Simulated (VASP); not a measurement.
# AgI (F-43m) in VASP: further runs, part 2 of 3

VASP 6.6.1.

## 3. Electric field gradients, PBE (33.22 Å³/atom)

This run uses another cell than the first one, of 33.22 Å³/atom.

INCAR reads:

```
PREC = Accurate
ENCUT = 400
EDIFF = 1E-8
ISMEAR = -1
SIGMA = 0.01
LREAL = F
LASPH = T
NELM = 120
ALGO = Normal
ISIF = 2
LWAVE = F
LCHARG = F
GGA = PE
LEFG = T
NBANDS = 16
GGA_COMPAT = F
```

KPOINTS reads:

```
Automatic mesh
0
Gamma
  7 7 7
```

POSCAR reads:

```
AgI
1.0
    0.0000000000      3.2147778690      3.2147778690
    3.2147778690      0.0000000000      3.2147778690
    3.2147778690      3.2147778690      0.0000000000
Ag I
1 1
Direct
    0.0000000000      0.0000000000      0.0000000000
    0.7500000000      0.7500000000      0.7500000000
```

Potentials or basis: VASP PAW PBE potentials, release 64 (Ag, I).

Launch:

```sh
$ cat potpaw_PBE.64/Ag/POTCAR potpaw_PBE.64/I/POTCAR > POTCAR
$ mpirun -np 1 vasp_std > vasp.out
```

OUTCAR:

```text
PREC = Accurate
   ENCUT = 400
   EDIFF = 1E-8
   ISMEAR = -1
   LREAL = F
   LASPH = T
   NELM = 120
   ISIF = 2
   GGA = PE

 ion  position               nearest neighbor table
   1  0.000  0.000  0.000-   2 2.78   2 2.78   2 2.78   2 2.78
   2  0.750  0.750  0.750-   1 2.78   1 2.78   1 2.78   1 2.78

  LATTYP: Found a face centered cubic cell.
 ALAT       =     6.4295557380

  Lattice vectors:

 A1 = (   0.0000000000,   3.2147778690,   3.2147778690)
 A2 = (   3.2147778690,   0.0000000000,   3.2147778690)
 A3 = (   3.2147778690,   3.2147778690,   0.0000000000)

Analysis of symmetry for initial positions (statically):
=====================================================================
 Subroutine PRICEL returns:
 Original cell was already a primitive cell.

 Routine SETGRP: Setting up the symmetry group for a
 face centered cubic supercell.

 Subroutine GETGRP returns: Found 24 space group operations
 (whereof 24 operations were pure point group operations)
 out of a pool of 48 trial point group operations.

The static configuration has the point symmetry T_d .

Analysis of symmetry for dynamics (positions and initial velocities):
=====================================================================
 Subroutine PRICEL returns:
 Original cell was already a primitive cell.

 Routine SETGRP: Setting up the symmetry group for a
 face centered cubic supercell.

 Subroutine GETGRP returns: Found 24 space group operations
 (whereof 24 operations were pure point group operations)
 out of a pool of 48 trial point group operations.

The dynamic configuration has the point symmetry T_d .

 Subroutine INISYM returns: Found 24 space group operations
 (whereof 24 operations are pure point group operations),
 and found     1 'primitive' translations

----------------------------------------------------------------------------------------

                                     Primitive cell

  volume of cell :      66.4482

  direct lattice vectors                    reciprocal lattice vectors
     0.000000000  3.214777869  3.214777869    -0.155531741  0.155531741  0.155531741
     3.214777869  0.000000000  3.214777869     0.155531741 -0.155531741  0.155531741
     3.214777869  3.214777869  0.000000000     0.155531741  0.155531741 -0.155531741

  length of vectors
     4.546382462  4.546382462  4.546382462     0.269388878  0.269388878  0.269388878

  position of ions in fractional coordinates (direct lattice)
     0.000000000  0.000000000  0.000000000
     0.750000000  0.750000000  0.750000000

  ion indices of the primitive-cell ions
   primitive index   ion index
                 1           1
                 2           2

----------------------------------------------------------------------------------------

 KPOINTS: Automatic mesh

Automatic generation of k-mesh.
 Grid dimensions read from file:
[... 66 lines left out ...]
   ISIF   =      2    stress and relaxation
   ISYM   =      2    0-nonsym 1-usesym 2-fastsym
   POTIM  = 0.5000    time-step for ionic-motion
   TEBEG  =    0.0;   TEEND  =   0.0 temperature during run
   PSTRESS=    0.0 pullay stress
   NELECT =      18.0000    total number of electrons
   NUPDOWN=      -1.0000    fix difference up-down
   EMIN   =  10.00;   EMAX   =-10.00  energy-range for DOS
   EFERMI =   0.00;   METHOD = LEGACY
   ISMEAR =    -1;   SIGMA  =   0.01  broadening in eV -4-tet -1-fermi 0-gaus
   EFERMI_NEDOS =   21; number of points for ismear=-14 and -15
   IALGO  =     38    algorithm
   IMIX   =      4    mixing-type and parameters
     AMIX     =   0.40;   BMIX     =  1.00
     AMIX_MAG =   1.60;   BMIX_MAG =  1.00
  volume/ion in A,a.u.               =      33.22       224.21
  Fermi-wavevector in a.u.,A,eV,Ry     =   1.059265  2.001721 15.266318  1.122043
  Thomas-Fermi vector in A             =   2.194604
   LORBIT       =      0    0 simple, 1 ext, 2 COOP (PROOUT), +10 PAW based schemes
   GGA     = PE    functional components
   LHFCALC =     F    Hartree Fock is set to
   AEXX    =    0.0000 exact exchange contribution
   IVDW    =     0    specifies the selected vdW correction
   LEPSILON=     F    determine dielectric tensor
   LRPA    =     F    only Hartree local field effects (RPA)
 non-spin polarized calculation
  energy-cutoff  :      400.00
  volume of cell :       66.45
 maximum number of plane-waves:      1243
 NGX is ok and might be reduce to    30
   NGX = 15   NGY = 15   NGZ = 15

 number of electron      18.0000003 magnetization

 Free energy of the ion-electron system (eV)
  ---------------------------------------------------
  ext. energy  EPLUGINS =         0.00000000
  ---------------------------------------------------
  free energy    TOTEN  =        -4.73840180 eV

  energy without entropy =       -4.73840180  energy(sigma->0) =       -4.73840180

 E-fermi :   3.6752     XC(G=0):  -8.5695

 val. band max:        3.4776039819   @ k =   0.0000   0.0000   0.0000
 cond. band min:       4.8197993261   @ k =   0.0000   0.0000   0.0000
 fundamental gap:      1.3421953441
 Fermi energy:         3.6751919539

 k-point     1 :       0.0000    0.0000    0.0000
  band No.  band energies     occupation
      1      -9.4996      2.00000
      2      -0.9287      2.00000
      3      -0.9287      2.00000
      4      -0.9287      2.00000
      5       0.2677      2.00000
      6       0.2677      2.00000
[... 357 lines left out ...]
      3      -0.6282      2.00000
      4      -0.4060      2.00000
      5       0.1976      2.00000
      6       0.3966      2.00000
[... 8 lines left out ...]
     15      14.2293      0.00000
     16      15.9726      0.00000

------------------------ aborting loop because EDIFF is reached ----------------------------------------

  FORCE on cell =-STRESS in cart. coord.  units (eV):
  Direction    XX          YY          ZZ          XY          YZ          ZX
  --------------------------------------------------------------------------------------
  -------------------------------------------------------------------------------------
  Total        1.1798638      1.1798638      1.1798638      0.0000000      0.0000000      0.0000000
  in kB       28.4485129     28.4485129     28.4485129      0.0000000      0.0000000      0.0000000
  external PRESSURE =      28.4485129 kB  Pullay stress =       0.0000000 kB

 VOLUME and BASIS-vectors are now :
 -----------------------------------------------------------------------------
  energy-cutoff  :      400.00
  volume of cell :       66.45
      direct lattice vectors                 reciprocal lattice vectors
     0.000000000  3.214777869  3.214777869    -0.155531741  0.155531741  0.155531741
     3.214777869  0.000000000  3.214777869     0.155531741 -0.155531741  0.155531741
     3.214777869  3.214777869  0.000000000     0.155531741  0.155531741 -0.155531741

 POSITION                                       TOTAL-FORCE (eV/Angst)
 -----------------------------------------------------------------------------------
      0.00000      0.00000      0.00000         0.000000      0.000000      0.000000
      4.82217      4.82217      4.82217        -0.000000     -0.000000     -0.000000
 -----------------------------------------------------------------------------------
    total drift:                                0.000000      0.000000      0.000000

  FREE ENERGIE OF THE ION-ELECTRON SYSTEM (eV)
  ---------------------------------------------------
  free  energy   TOTEN  =        -4.7384017971 eV

  energy  without entropy=       -4.7384017971  energy(sigma->0) =       -4.73840180

 Electric field gradients (V/A^2)
---------------------------------------------------------------------
 ion       V_xx      V_yy      V_zz      V_xy      V_xz      V_yz
---------------------------------------------------------------------
   1      -0.000     0.000    -0.000     0.002     0.002     0.002
   2      -0.000    -0.000     0.000     0.000     0.000     0.000
---------------------------------------------------------------------

 Electric field gradients after diagonalization (V/A^2)
 (convention: |V_zz| > |V_xx| > |V_yy|)
----------------------------------------------------------------------
 ion       V_xx      V_yy      V_zz     asymmetry (V_yy - V_xx)/ V_zz
----------------------------------------------------------------------
   1      -0.002    -0.002     0.003       0.000
   2      -0.000    -0.000     0.001       0.000
----------------------------------------------------------------------

           NMR quadrupolar parameters

 Cq : quadrupolar parameter    Cq=e*Q*V_zz/h
 eta: asymmetry parameters     (V_yy - V_xx)/ V_zz
 Q  : nuclear electric quadrupole moment in mb (millibarn)
----------------------------------------------------------------------
 ion       Cq(MHz)       eta       Q (mb)
----------------------------------------------------------------------
   1       0.000       0.000       1.000
   2       0.000       0.000       1.000
----------------------------------------------------------------------
```

OSZICAR:

```text
N       E                     dE             d eps       ncg     rms          rms(c)
DAV:   1     0.777829734364E+02    0.77783E+02   -0.66978E+03   672   0.761E+02
DAV:   2    -0.229774961639E+01   -0.80081E+02   -0.76182E+02   784   0.175E+02
DAV:   3    -0.479144027962E+01   -0.24937E+01   -0.24899E+01   800   0.322E+01
DAV:   4    -0.483264875233E+01   -0.41208E-01   -0.41207E-01   952   0.390E+00
DAV:   5    -0.483273649852E+01   -0.87746E-04   -0.87746E-04   848   0.173E-01    0.565E+00
DAV:   6    -0.473948202844E+01    0.93254E-01   -0.26149E-01   712   0.712E+00    0.421E+00
DAV:   7    -0.473811401097E+01    0.13680E-02   -0.43441E-02   704   0.119E+00    0.177E+00
DAV:   8    -0.473813803747E+01   -0.24026E-04   -0.22393E-03   744   0.397E-01    0.254E-01
DAV:   9    -0.473832447271E+01   -0.18644E-03   -0.35948E-04   832   0.208E-01    0.609E-02
DAV:  10    -0.473836608170E+01   -0.41609E-04   -0.23714E-05   808   0.467E-02    0.213E-02
DAV:  11    -0.473840214816E+01   -0.36066E-04   -0.51002E-05   752   0.473E-02    0.165E-02
DAV:  12    -0.473840161097E+01    0.53719E-06   -0.17355E-06   760   0.129E-02    0.118E-02
DAV:  13    -0.473840171121E+01   -0.10024E-06   -0.10623E-06   776   0.565E-03    0.147E-03
DAV:  14    -0.473840176102E+01   -0.49811E-07   -0.19136E-07   840   0.379E-03    0.407E-03
DAV:  15    -0.473840178886E+01   -0.27839E-07   -0.13506E-08   672   0.111E-03    0.167E-03
DAV:  16    -0.473840179710E+01   -0.82478E-08   -0.21659E-08   784   0.856E-04
   1 F= -.47384018E+01 E0= -.47384018E+01  d E =-.952620E-11
```

Wall time 40 s (1 thread of Intel Xeon 8259CL, shared host); peak memory 0.17 GiB.

Results:

| Property | Result |
| --- | --- |
| Free energy | -4.7384 eV |
| Pressure | 2.8 GPa |
| Band gap on the k mesh | 1.34 eV |
| Largest electric field gradient by atom | zero within the noise of the run |

Caveat: spin-orbit coupling is left out, which moves the levels of the heavy elements.

## 4. Electric field gradients, PBE

This run uses another cell than the first one, of 33.90 Å³/atom.

INCAR reads:

```
SYSTEM = AgI
  ALGO = Normal
  EDIFF = 1E-8
  ENCUT = 400
  GGA = PE
  GGA_COMPAT = .False.
  ISIF = 2
  ISMEAR = -1
  LASPH = .True.
  LCHARG = .False.
  LEFG = .True.
  LREAL = .False.
  LWAVE = .False.
  NBANDS = 16
  NELM = 120
  PREC = Accurate
  SIGMA = 0.01
```

KPOINTS reads:

```
k-points
0
Gamma
  7 7 7
  0 0 0
```

POSCAR reads:

```
AgI
1.0
    0.0000000000      3.2365000000      3.2365000000
    3.2365000000      0.0000000000      3.2365000000
    3.2365000000      3.2365000000      0.0000000000
Ag I
1 1
Direct
    0.0000000000      0.0000000000      0.0000000000
    0.7500000000      0.7500000000      0.7500000000
```

Potentials or basis: VASP PAW PBE potentials, release 64 (Ag, I).

Launch:

```sh
$ cat potpaw_PBE.64/Ag/POTCAR potpaw_PBE.64/I/POTCAR > POTCAR
$ mpirun -np 1 vasp_std > vasp.out
```

OUTCAR:

```text
SYSTEM = AgI
   EDIFF = 1E-8
   ENCUT = 400
   GGA = PE
   ISIF = 2
   ISMEAR = -1
   LASPH = .True.
   LREAL = .False.
   NELM = 120
   PREC = Accurate

 ion  position               nearest neighbor table
   1  0.000  0.000  0.000-   2 2.80   2 2.80   2 2.80   2 2.80
   2  0.750  0.750  0.750-   1 2.80   1 2.80   1 2.80   1 2.80

  LATTYP: Found a face centered cubic cell.
 ALAT       =     6.4730000000

  Lattice vectors:

 A1 = (   0.0000000000,   3.2365000000,   3.2365000000)
 A2 = (   3.2365000000,   0.0000000000,   3.2365000000)
 A3 = (   3.2365000000,   3.2365000000,   0.0000000000)

Analysis of symmetry for initial positions (statically):
=====================================================================
 Subroutine PRICEL returns:
 Original cell was already a primitive cell.

 Routine SETGRP: Setting up the symmetry group for a
 face centered cubic supercell.

 Subroutine GETGRP returns: Found 24 space group operations
[... 560 lines left out ...]
  volume of cell :       67.80
      direct lattice vectors                 reciprocal lattice vectors
     0.000000000  3.236500000  3.236500000    -0.154487873  0.154487873  0.154487873
     3.236500000  0.000000000  3.236500000     0.154487873 -0.154487873  0.154487873
     3.236500000  3.236500000  0.000000000     0.154487873  0.154487873 -0.154487873

 POSITION                                       TOTAL-FORCE (eV/Angst)
 -----------------------------------------------------------------------------------
      0.00000      0.00000      0.00000        -0.000000      0.000000     -0.000000
      4.85475      4.85475      4.85475         0.000000     -0.000000      0.000000
 -----------------------------------------------------------------------------------
    total drift:                                0.000000      0.000000      0.000000

  FREE ENERGIE OF THE ION-ELECTRON SYSTEM (eV)
  ---------------------------------------------------
  free  energy   TOTEN  =        -4.7603614153 eV

  energy  without entropy=       -4.7603614153  energy(sigma->0) =       -4.76036142

 Electric field gradients (V/A^2)
---------------------------------------------------------------------
 ion       V_xx      V_yy      V_zz      V_xy      V_xz      V_yz
---------------------------------------------------------------------
   1      -0.000    -0.000    -0.000     0.002     0.002     0.002
   2      -0.000     0.000    -0.000     0.000     0.000     0.000
---------------------------------------------------------------------

 Electric field gradients after diagonalization (V/A^2)
 (convention: |V_zz| > |V_xx| > |V_yy|)
----------------------------------------------------------------------
 ion       V_xx      V_yy      V_zz     asymmetry (V_yy - V_xx)/ V_zz
----------------------------------------------------------------------
   1      -0.002    -0.002     0.004       0.000
   2      -0.000    -0.000     0.001       0.000
----------------------------------------------------------------------

           NMR quadrupolar parameters

 Cq : quadrupolar parameter    Cq=e*Q*V_zz/h
 eta: asymmetry parameters     (V_yy - V_xx)/ V_zz
 Q  : nuclear electric quadrupole moment in mb (millibarn)
----------------------------------------------------------------------
 ion       Cq(MHz)       eta       Q (mb)
----------------------------------------------------------------------
   1       0.000       0.000       1.000
   2       0.000       0.000       1.000
----------------------------------------------------------------------
```

Run time: 38 s. Hardware: 1 thread of Intel Xeon 8259CL, shared host; peak memory 0.17 GiB.

What came out:

| Item | Value |
| --- | --- |
| Free energy | -4.7604 eV |
| Pressure | 2.1 GPa |
| Band gap on the k mesh | 1.34 eV |
| Largest electric field gradient by atom | zero within the noise of the run |

Caveat: spin-orbit coupling is left out, which moves the levels of the heavy elements. Expect the measured gap to be larger: semilocal functionals such as PBE lack the derivative discontinuity.

[end of part 2 of 3]
